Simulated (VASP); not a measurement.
Wanted: the native input for a VASP 6.6.1 run.

| Property | Result |
| --- | --- |
| Task | single point |
| Functional | LDA |
| Potentials or basis | VASP PAW LDA potentials, release 64 (Ni) |
| Cutoff | 520 eV |
| k mesh | 11 × 11 × 11 |
| Occupations | fermi-dirac, width 0.05 eV |
| Spin | no spin polarisation |
| Dipole correction | no |
| Further INCAR settings | ALGO = Normal; EDIFF = 1e-06; NBANDS = 17 |

The structure of Ni lies in POSCAR:

```
Ni
1.0
    0.0000000000      2.7674309400      0.0000000000
    0.0000000000      0.0000000000      2.7674309400
    2.7674309400      0.0000000000      0.0000000000
Ni
2
Direct
    0.0000000000      0.0000000000      0.0000000000
    0.5000000000      0.5000000000      0.5000000000
```

One way to write it, as run:

INCAR

```
  PREC = Accurate
  ENCUT = 520
  EDIFF = 1E-6
  ISMEAR = -1
  SIGMA = 0.05
  LREAL = False
  LASPH = True
  NELM = 80
  ALGO = Normal
  ISIF = 2
  LWAVE = False
  LCHARG = True
  LELF = True
  LVHAR = True
  NBANDS = 17
```

KPOINTS

```
regular mesh
0
Gamma
  11 11 11
```

Potentials or basis: VASP PAW LDA potentials, release 64 (Ni).

Command:

```bash
$ cat potpaw_LDA.64/Ni/POTCAR > POTCAR
$ mpirun -np 1 vasp_std > vasp.out
```

It gave:

```json
{
  "Pressure": "-12.0 GPa",
  "Band gap on the k mesh": "zero (band 10 reaches 9.59 eV, above the bottom of band 11 at 9.03 eV)"
}
```

Caveat: the run has no spin polarisation, though such a crystal can be magnetic.

Wall time 8.3 s on 1 thread of Intel(R) Xeon(R) Platinum 8488C (Sapphire Rapids) (shared host), peak memory 0.13 GiB.
